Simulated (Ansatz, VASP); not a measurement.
**SiHC: VASP beside Ansatz**

```
Si H C
1.0
     3.27890    0.00000    0.00000
     0.00000    3.27890    0.00000
     0.00000    0.00000    6.17074
Si H C
2 2 2
Direct
  0.50000 0.00000 0.50000
  0.00000 0.50000 0.00000
  0.00000 0.00000 0.75000
  0.00000 0.00000 0.25000
  0.50000 0.50000 0.00000
  0.50000 0.50000 0.50000
```

Change from the starting cell: species swapped into the HoCoC type (P4_2/mmc, No. 131).

Alike in both runs: task single point; functional PBE; k mesh 6 × 6 × 4; occupations gaussian, width 0.1 eV; no spin polarisation.

|  | VASP | Ansatz |
| --- | --- | --- |
| version | VASP 6.6.1 | Ansatz 0.2.0 |
| potentials or method | VASP PAW PBE potentials, release 64 (Si, H, C), cutoff 520 eV | scalar-relativistic, plane waves, PAW |
| valence electrons in the cell | 18 | 18 |

VASP gave:

```
gap on the k mesh at the Fermi level (eV)                     : none
pressure (GPa)                                                : 8.3
traceless stress, the component that is largest in VASP (GPa) : -15.68
```

Question: Which values does Ansatz return?

Answer: gap on the k mesh at the Fermi level (eV): none; pressure (GPa): 8.5; traceless stress, the component that is largest in VASP (GPa): -15.78.

A gap of «none» marks a metal or a gap that the smearing closes. With one functional, cell and mesh, what is left measures potentials, basis and numerics.
